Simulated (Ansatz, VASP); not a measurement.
Two plane-wave programs on SnTe

The input POSCAR:

```
SnTe
1.0
    0.2031269625      3.6111460000      3.6111460000
    3.8142729625      0.0000000000      3.8142729625
    3.6111460000      3.6111460000      0.2031269625
Sn Te
1 1
Direct
    0.0000000000      0.0000000000      0.0000000000
    0.7500000000      0.7500000000      0.7500000000
```

Contents of INCAR.step1:

```
PREC     = Accurate       # precision mode
ENCUT    = 520            # plane-wave cutoff, eV
ISMEAR   = 0              # smearing method
SIGMA    = 0.03           # smearing width, eV
LREAL    = F              # projectors in reciprocal space
LASPH    = T              # aspherical terms in the spheres
NELM     = 100            # most SCF steps
NBANDS   = 17             # bands
GGA      = PE             # functional
ALGO     = Normal         # electronic algorithm
EDIFF    = 1E-4           # SCF threshold, eV
LWAVE    = T              # write WAVECAR
LCHARG   = F              # write CHGCAR
```

INCAR.step2

```
PREC     = Accurate       # precision mode
ENCUT    = 520            # plane-wave cutoff, eV
EDIFF    = 1E-6           # SCF threshold, eV
ISMEAR   = 0              # smearing method
SIGMA    = 0.03           # smearing width, eV
LREAL    = F              # projectors in reciprocal space
LASPH    = T              # aspherical terms in the spheres
NELM     = 100            # most SCF steps
ALGO     = Normal         # electronic algorithm
ISIF     = 2              # what is computed and relaxed
LWAVE    = F              # write WAVECAR
LCHARG   = F              # write CHGCAR
METAGGA  = R2SCAN         # meta-GGA
LMIXTAU  = T            
NBANDS   = 17             # bands
ISTART   = 1
```

KPOINTS

```
regular mesh
0
Gamma
  8 8 8
```

Input for Ansatz:

```yaml
crystal:
  lattice:
    - [0.2031269625, 3.611146, 3.611146]
    - [3.8142729625, 0.0, 3.8142729625]
    - [3.611146, 3.611146, 0.2031269625]
  atoms:
    - { symbol: Sn, position: [0.0, 0.0, 0.0] }
    - { symbol: Te, position: [0.75, 0.75, 0.75] }
basis:
  ecutwfc: 500
kpoints:
  mp_grid: { grid: [8, 8, 8] }
hamiltonian:
  xc: r2scan
scf:
  occupations: { method: gaussian, width: 0.03 }
output:
  forces: true
  stress: true
  eigenvalues: true
```

Change from the starting cell: strain +0.1125 x Voigt [0, 0, 0, 0, 1, 0], atoms carried along.

Alike in both runs: task single point; functional r2SCAN; k mesh 8 × 8 × 8; occupations gaussian, width 0.03 eV; no spin polarisation.

```csv
,VASP,Ansatz
version,VASP 6.6.1,Ansatz 0.2.0
potentials or method,"VASP PAW PBE potentials, release 64 (Sn_d, Te), cutoff 520 eV","scalar-relativistic, plane waves, PAW"
valence electrons in the cell,20,30
```

|  | VASP | Ansatz | Ansatz less VASP |
| --- | --- | --- | --- |
| gap on the k mesh at the Fermi level (eV) | 0.23 | 0.23 | +0.004 |
| least direct gap on the mesh (eV) | 0.93 | 0.93 | +0.003 |
| pressure (GPa) | -0.4 | -0.4 | 0.00 |
| traceless stress, the component that is largest in VASP (GPa) | 0.23 | 0.28 | +0.043 |
| rms of the force components (eV/Å) | 0.217 | 0.212 | -0.0049 |

VASP's potentials were made for PBE, not for r2SCAN. Atom by atom the forces differ by 0.005 eV/Å (rms over components). VASP's potentials hold 20 valence electrons a cell and Ansatz's 30, so a difference there can come from the potentials and not from the codes.

Neither program's run includes spin-orbit coupling.
